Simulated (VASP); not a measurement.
# KMgF3 (Cmmm) in VASP: further runs

The runs below take KMgF3 through single point, with PBE.

All numbers are computed with VASP 6.6.1; they aren't measurements. Logs are shortened: lines on timing, memory, paths and dates and some standing lists are left out, and cuts for length are marked.

## Step 1: The cell of the first run

The structure is orthorhombic, space group Cmmm (No. 65). Conventional cell: a = 5.524 Å, b = 5.750 Å, c = 3.986 Å, α = 90.00°, β = 90.00°, γ = 90.00°. Within 3.6 Å of K (site symmetry mmm) lie 12 F at 2.76 to 2.87 Å and 8 Mg at 3.41 to 3.50 Å. Within 2.6 Å of Mg (site symmetry mmm) lie 6 F at 1.99 Å. F (site symmetry mmm) has 2 Mg at 1.99 Å within 2.6 Å. F (site symmetry 2/m) has 2 Mg at 1.99 Å within 2.6 Å.

## Step 2: Single point, PBE

File INCAR:

```
PREC     = Accurate       # precision mode
ENCUT    = 520            # plane-wave cutoff, eV
EDIFF    = 1E-7           # SCF threshold, eV
ISMEAR   = -1             # smearing method
SIGMA    = 0.05           # smearing width, eV
LREAL    = False          # projectors in reciprocal space
LASPH    = True           # aspherical terms in the spheres
NELM     = 100            # most SCF steps
ALGO     = Normal         # electronic algorithm
ISIF     = 2              # what is computed and relaxed
LWAVE    = False          # write WAVECAR
LCHARG   = False          # write CHGCAR
GGA      = PE             # functional
NBANDS   = 24             # bands
```

File KPOINTS:

```
regular mesh
0
Gamma
  6 6 6
```

File POSCAR:

```
KMgF3
1.0
    3.9859000000     -0.0797180000      0.0000000000
   -0.0797180000      3.9859000000      0.0000000000
    0.0000000000      0.0000000000      3.9859000000
K Mg F
1 1 3
Direct
    0.5000000000      0.5000000000      0.5000000000
    0.0000000000      0.0000000000      0.0000000000
    0.0000000000      0.0000000000      0.5000000000
    0.0000000000      0.5000000000      0.0000000000
    0.5000000000      0.0000000000      0.0000000000
```

Potentials or basis: VASP PAW PBE potentials, release 64 (K_sv, Mg, F).

Launch:

```bash
> cat potpaw_PBE.64/K_sv/POTCAR potpaw_PBE.64/Mg/POTCAR potpaw_PBE.64/F/POTCAR > POTCAR
> mpirun -np 1 vasp_std > vasp.out
```

OUTCAR:

```text
PREC = Accurate
   ENCUT = 520
   EDIFF = 1E-7
   ISMEAR = -1
   LREAL = False
   LASPH = True
   NELM = 100
   ISIF = 2
   GGA = PE

 ion  position               nearest neighbor table
   1  0.500  0.500  0.500-   3 2.76   3 2.76   5 2.82   4 2.82   5 2.82   5 2.82   5 2.82   4 2.82
                             4 2.82   4 2.82   2 3.41   2 3.41   2 3.41   2 3.41   2 3.50   2 3.50
   2  0.000  0.000  0.000-   3 1.99   3 1.99   5 1.99   4 1.99   4 1.99   5 1.99   1 3.41   1 3.41
                             1 3.41   1 3.41   1 3.50   1 3.50   1 3.50   1 3.50
   3  0.000  0.000  0.500-   2 1.99   2 1.99   1 2.76   1 2.76
   4  0.000  0.500  0.000-   2 1.99   2 1.99   1 2.82   1 2.82   1 2.82   1 2.82
   5  0.500  0.000  0.000-   2 1.99   2 1.99   1 2.82   1 2.82   1 2.82   1 2.82

  LATTYP: Found a base centered orthorhombic cell.
 ALAT       =     5.5241755615
 B/A-ratio  =     1.0408163265
 C/A-ratio  =     0.7215375318

  Lattice vectors:

 A1 = (   3.9859000000,  -0.0797180000,   0.0000000000)
 A2 = (  -0.0797180000,   3.9859000000,   0.0000000000)
 A3 = (   0.0000000000,   0.0000000000,   3.9859000000)

Analysis of symmetry for initial positions (statically):
=====================================================================
 Subroutine PRICEL returns:
 Original cell was already a primitive cell.

 Routine SETGRP: Setting up the symmetry group for a
 base centered orthorhombic supercell.

 Subroutine GETGRP returns: Found  8 space group operations
 (whereof  8 operations were pure point group operations)
 out of a pool of  8 trial point group operations.

The static configuration has the point symmetry D_2h.

Analysis of symmetry for dynamics (positions and initial velocities):
=====================================================================
 Subroutine PRICEL returns:
 Original cell was already a primitive cell.

 Routine SETGRP: Setting up the symmetry group for a
 base centered orthorhombic supercell.

 Subroutine GETGRP returns: Found  8 space group operations
 (whereof  8 operations were pure point group operations)
 out of a pool of  8 trial point group operations.

The dynamic configuration has the point symmetry D_2h.

 Subroutine INISYM returns: Found  8 space group operations
 (whereof  8 operations are pure point group operations),
 and found     1 'primitive' translations

----------------------------------------------------------------------------------------

                                     Primitive cell

  volume of cell :      63.3003

  direct lattice vectors                    reciprocal lattice vectors
     3.985900000 -0.079718000  0.000000000     0.250984761  0.005019695  0.000000000
    -0.079718000  3.985900000  0.000000000     0.005019695  0.250984761  0.000000000
     0.000000000  0.000000000  3.985900000     0.000000000  0.000000000  0.250884367

  length of vectors
     3.986697100  3.986697100  3.985900000     0.251034953  0.251034953  0.250884367

  position of ions in fractional coordinates (direct lattice)
     0.500000000  0.500000000  0.500000000
     0.000000000  0.000000000  0.000000000
     0.000000000  0.000000000  0.500000000
     0.000000000  0.500000000  0.000000000
     0.500000000  0.000000000  0.000000000

  ion indices of the primitive-cell ions
   primitive index   ion index
                 1           1
                 2           2
                 3           3
                 4           4
                 5           5

----------------------------------------------------------------------------------------

 KPOINTS: regular mesh

Automatic generation of k-mesh.
 Grid dimensions read from file:
 generate k-points for:    6    6    6

 Generating k-lattice:

  Cartesian coordinates                     Fractional coordinates (reciprocal lattice)
     0.041830794  0.000836616  0.000000000     0.166666667 -0.000000000  0.000000000
     0.000836616  0.041830794  0.000000000    -0.000000000  0.166666667  0.000000000
     0.000000000  0.000000000  0.041814061     0.000000000  0.000000000  0.166666667

  Length of vectors
     0.041839159  0.041839159  0.041814061

  Shift w.r.t. Gamma in fractional coordinates (k-lattice)
     0.000000000  0.000000000  0.000000000

 Subroutine IBZKPT returns following result:
 ===========================================

 Found     52 irreducible k-points:

 Following reciprocal coordinates:
            Coordinates               Weight
  0.000000  0.000000  0.000000      1.000000
  0.166667 -0.000000  0.000000      4.000000
  0.333333  0.000000  0.000000      4.000000
  0.500000 -0.000000  0.000000      2.000000
  0.166667  0.166667  0.000000      2.000000
  0.333333  0.166667  0.000000      4.000000
[... 16 lines left out ...]
  0.333333  0.333333  0.166667      4.000000
  0.500000  0.333333  0.166667      8.000000
 [... further k-points ...]
   k-points           NKPTS =     52   k-points in BZ     NKDIM =     52   number of bands    NBANDS=     24
   number of dos      NEDOS =    301   number of ions     NIONS =      5
   total plane-waves  NPLWV =  27000
   dimension x,y,z NGX =    30 NGY =   30 NGZ =   30
   dimension x,y,z NGXF=    60 NGYF=   60 NGZF=   60
   ions per type =               1   1   3
   NGX,Y,Z   is equivalent  to a cutoff of  12.51, 12.51, 12.51 a.u.
   NGXF,Y,Z  is equivalent  to a cutoff of  25.02, 25.02, 25.03 a.u.
 SYSTEM =  unknown system
   PREC   = accura    normal or accurate (medium, high low for compatibility)
   ISTART =      0    job   : 0-new  1-cont  2-samecut
   ICHARG =      2    charge: 1-file 2-atom 10-const
   ISPIN  =      1    spin polarized calculation?
   LNONCOLLINEAR =      F non collinear calculations
   LSORBIT =      F    spin-orbit coupling
   LASPH  =      T    aspherical Exc in radial PAW
   ENCUT  =  520.0 eV  38.22 Ry    6.18 a.u.   7.41  7.41  7.41*2*pi/ulx,y,z
   NELM   =    100;   NELMIN=  2; NELMDL= -5     # of ELM steps
   EDIFF  = 0.1E-06   stopping-criterion for ELM
   LREAL  =      F    real-space projection
   EDIFFG = 0.1E-05   stopping-criterion for IOM
   NSW    =      0    number of steps for IOM
   IBRION =     -1    ionic relax: 0-MD 1-quasi-New 2-CG
   NFREE  =      0    steps in history (QN), initial steepest desc. (CG)
   ISIF   =      2    stress and relaxation
   ISYM   =      2    0-nonsym 1-usesym 2-fastsym
   POTIM  = 0.5000    time-step for ionic-motion
   TEBEG  =    0.0;   TEEND  =   0.0 temperature during run
   PSTRESS=    0.0 pullay stress
   NELECT =      32.0000    total number of electrons
   NUPDOWN=      -1.0000    fix difference up-down
   EMIN   =  10.00;   EMAX   =-10.00  energy-range for DOS
   EFERMI =   0.00;   METHOD = LEGACY
   ISMEAR =    -1;   SIGMA  =   0.05  broadening in eV -4-tet -1-fermi 0-gaus
   EFERMI_NEDOS =   21; number of points for ismear=-14 and -15
   IALGO  =     38    algorithm
   IMIX   =      4    mixing-type and parameters
     AMIX     =   0.40;   BMIX     =  1.00
     AMIX_MAG =   1.60;   BMIX_MAG =  1.00
  volume/ion in A,a.u.               =      12.66        85.43
  Fermi-wavevector in a.u.,A,eV,Ry     =   1.304136  2.464460 23.140404  1.700772
  Thomas-Fermi vector in A             =   2.435092
   LORBIT       =      0    0 simple, 1 ext, 2 COOP (PROOUT), +10 PAW based schemes
   GGA     = PE    functional components
[... 5 lines left out ...]
 non-spin polarized calculation
  energy-cutoff  :      520.00
  volume of cell :       63.30
 maximum number of plane-waves:      1728
 NGX is ok and might be reduce to    30
   NGX = 15   NGY = 15   NGZ = 15

 number of electron      31.9999950 magnetization

 Free energy of the ion-electron system (eV)
  ---------------------------------------------------
  ext. energy  EPLUGINS =         0.00000000
  ---------------------------------------------------
  free energy    TOTEN  =       -24.39864191 eV

  energy without entropy =      -24.39864191  energy(sigma->0) =      -24.39864191

 E-fermi :  -0.4204     XC(G=0):  -9.6856

 val. band max:       -1.5758823511   @ k =   0.5000   0.5000   0.5000
 cond. band min:       5.7028757620   @ k =   0.0000   0.0000   0.0000
 fundamental gap:      7.2787581131
 Fermi energy:        -0.4203654506

 k-point     1 :       0.0000    0.0000    0.0000
  band No.  band energies     occupation
      1     -27.2520      2.00000
      2     -21.7170      2.00000
      3     -21.0667      2.00000
      4     -21.0554      2.00000
      5     -10.7656      2.00000
      6     -10.7454      2.00000
[... 16 lines left out ...]
     23      12.4432      0.00000
     24      15.1829      0.00000

 k-point     2 :       0.1667   -0.0000    0.0000
  band No.  band energies     occupation
      1     -27.2449      2.00000
      2     -21.6870      2.00000
      3     -21.0963      2.00000
      4     -21.0613      2.00000
      5     -10.7518      2.00000
      6     -10.7316      2.00000
[... 16 lines left out ...]
     23      12.4301      0.00000
     24      15.1469      0.00000

 k-point     3 :       0.3333    0.0000    0.0000
  band No.  band energies     occupation
      1     -27.2307      2.00000
      2     -21.6136      2.00000
      3     -21.1836      2.00000
      4     -21.0574      2.00000
      5     -10.7331      2.00000
      6     -10.7038      2.00000
[... 16 lines left out ...]
     23      12.3650      0.00000
     24      14.7660      0.00000

 k-point     4 :       0.5000   -0.0000    0.0000
  band No.  band energies     occupation
      1     -27.2235      2.00000
      2     -21.5637      2.00000
      3     -21.2406      2.00000
      4     -21.0553      2.00000
      5     -10.7283      2.00000
      6     -10.6897      2.00000
[... 16 lines left out ...]
     23      12.8262      0.00000
     24      13.8483      0.00000

 k-point     5 :       0.1667    0.1667    0.0000
  band No.  band energies     occupation
      1     -27.2379      2.00000
      2     -21.6531      2.00000
      3     -21.1173      2.00000
      4     -21.0790      2.00000
      5     -10.7433      2.00000
      6     -10.7180      2.00000
[... 16 lines left out ...]
     23      12.3403      0.00000
     24      14.7396      0.00000

 k-point     6 :       0.3333    0.1667    0.0000
  band No.  band energies     occupation
      1     -27.2247      2.00000
      2     -21.5734      2.00000
      3     -21.1978      2.00000
      4     -21.0812      2.00000
      5     -10.7520      2.00000
      6     -10.7063      2.00000
[... 16 lines left out ...]
     23      12.3574      0.00000
     24      14.1395      0.00000
[... 379 lines left out ...]
 k-point    21 :      -0.3333    0.1667    0.1667
  band No.  band energies     occupation
      1     -27.2205      2.00000
      2     -21.5500      2.00000
      3     -21.1834      2.00000
      4     -21.1042      2.00000
      5     -10.7879      2.00000
      6     -10.7565      2.00000
[... 16 lines left out ...]
     23      12.7111      0.00000
     24      14.1179      0.00000

 k-point    22 :      -0.1667    0.1667    0.1667
  band No.  band energies     occupation
      1     -27.2328      2.00000
      2     -21.6270      2.00000
      3     -21.1179      2.00000
      4     -21.0957      2.00000
      5     -10.7775      2.00000
      6     -10.7584      2.00000
[... 16 lines left out ...]
     23      12.6134      0.00000
     24      14.6333      0.00000

 k-point    23 :       0.3333    0.3333    0.1667
  band No.  band energies     occupation
      1     -27.2094      2.00000
      2     -21.4498      2.00000
      3     -21.2333      2.00000
      4     -21.1431      2.00000
      5     -10.8029      2.00000
      6     -10.7869      2.00000
[... 16 lines left out ...]
     23      12.7893      0.00000
     24      13.6073      0.00000

 k-point    24 :       0.5000    0.3333    0.1667
  band No.  band energies     occupation
      1     -27.2047      2.00000
      2     -21.3949      2.00000
      3     -21.2573      2.00000
      4     -21.1622      2.00000
      5     -10.8284      2.00000
      6     -10.8099      2.00000
[... 16 lines left out ...]
     23      12.6827      0.00000
     24      13.6361      0.00000

 [... further k-points ...]

------------------------ aborting loop because EDIFF is reached ----------------------------------------

  FORCE on cell =-STRESS in cart. coord.  units (eV):
  Direction    XX          YY          ZZ          XY          YZ          ZX
  --------------------------------------------------------------------------------------
  -------------------------------------------------------------------------------------
  Total        1.3652490      1.3652490      1.3422847      0.7697260      0.0000000      0.0000000
  in kB       34.5554857     34.5554857     33.9742423     19.4823473      0.0000000      0.0000000
  external PRESSURE =      34.3617379 kB  Pullay stress =       0.0000000 kB

 VOLUME and BASIS-vectors are now :
 -----------------------------------------------------------------------------
  energy-cutoff  :      520.00
  volume of cell :       63.30
      direct lattice vectors                 reciprocal lattice vectors
     3.985900000 -0.079718000  0.000000000     0.250984761  0.005019695  0.000000000
    -0.079718000  3.985900000  0.000000000     0.005019695  0.250984761  0.000000000
     0.000000000  0.000000000  3.985900000     0.000000000  0.000000000  0.250884367

 POSITION                                       TOTAL-FORCE (eV/Angst)
 -----------------------------------------------------------------------------------
      1.95309      1.95309      1.99295         0.000000      0.000000      0.000000
      0.00000      0.00000      0.00000         0.000000     -0.000000      0.000000
      0.00000      0.00000      1.99295         0.000000     -0.000000      0.000000
     -0.03986      1.99295      0.00000         0.000000     -0.000000      0.000000
      1.99295     -0.03986      0.00000        -0.000000     -0.000000      0.000000
 -----------------------------------------------------------------------------------
    total drift:                                0.000000     -0.000000      0.000000

  FREE ENERGIE OF THE ION-ELECTRON SYSTEM (eV)
  ---------------------------------------------------
  free  energy   TOTEN  =       -24.3986419132 eV

  energy  without entropy=      -24.3986419132  energy(sigma->0) =      -24.39864191
```

It took 95 s on 1 thread of Intel Xeon Platinum 8375C at 2.90GHz (Ice Lake), shared host; peak memory 0.21 GiB.

Results:

| Property | Result |
| --- | --- |
| Free energy | -24.3986 eV |
| Pressure | 3.4 GPa |
| Band gap on the k mesh | 7.28 eV, indirect (least direct gap 7.53 eV) |

A k mesh can miss the band edges. Expect the measured gap to be larger: semilocal functionals such as PBE lack the derivative discontinuity.

## Step 3: Single point, PBE

File INCAR:

```
  PREC = Accurate
  ENCUT = 520
  EDIFF = 1E-6
  ISMEAR = -1
  SIGMA = 0.05
  LREAL = False
  LASPH = True
  NELM = 60
  ALGO = Normal
  ISIF = 2
  LWAVE = False
  LCHARG = False
  GGA = PE
  NBANDS = 24
```

File KPOINTS:

```
Automatic mesh
0
Gamma
  6 6 6
```

POSCAR: that of step 2 with these lines changed.

```diff
@@ -2,4 +2,4 @@
 1.0
-    3.9859000000     -0.0797180000      0.0000000000
-   -0.0797180000      3.9859000000      0.0000000000
+    3.9859000000      0.0797180000      0.0000000000
+    0.0797180000      3.9859000000      0.0000000000
     0.0000000000      0.0000000000      3.9859000000
```

Potentials or basis: VASP PAW PBE potentials, release 64 (K_sv, Mg, F).

Launch:

```bash
> cat potpaw_PBE.64/K_sv/POTCAR potpaw_PBE.64/Mg/POTCAR potpaw_PBE.64/F/POTCAR > POTCAR
> mpirun -np 1 vasp_std > vasp.out
```

Wall time 97 s (1 thread of Intel Xeon Platinum 8375C at 2.90GHz (Ice Lake), shared host); peak memory 0.21 GiB.

Results (log left out):

```yaml
Free_energy: -24.3986 eV
Pressure: 3.4 GPa
Band_gap_on_the_k_mesh: 7.28 eV, indirect (least direct gap 7.53 eV)
```

Stress tensor (GPa, compression positive):
```
 3.44 -1.95  0.00
-1.95  3.44  0.00
 0.00  0.00  3.38
```

Levels at points of the mesh, in eV from the valence-band top:
```csv
k point,band 13,band 14,band 15,band 16,band 17,band 18,band 19,band 20
"(0.00, 0.00, 0.00)",-0.60,-0.40,-0.35,-0.25,7.28,10.04,10.06,12.11
"(0.50, 0.00, 0.00)",-0.88,-0.88,-0.55,-0.55,10.09,10.42,11.08,12.75
"(0.50, 0.50, 0.00)",-1.02,-0.93,-0.90,-0.02,10.89,11.68,12.56,12.65
"(0.00, 0.00, 0.50)",-0.88,-0.88,-0.68,-0.40,10.10,10.41,11.10,12.63
"(0.50, 0.00, 0.50)",-1.05,-0.91,-0.91,-0.04,10.88,11.66,12.59,12.61
"(0.50, 0.50, 0.50)",-1.14,-0.03,-0.01,0.00,10.30,10.43,10.54,13.98
```
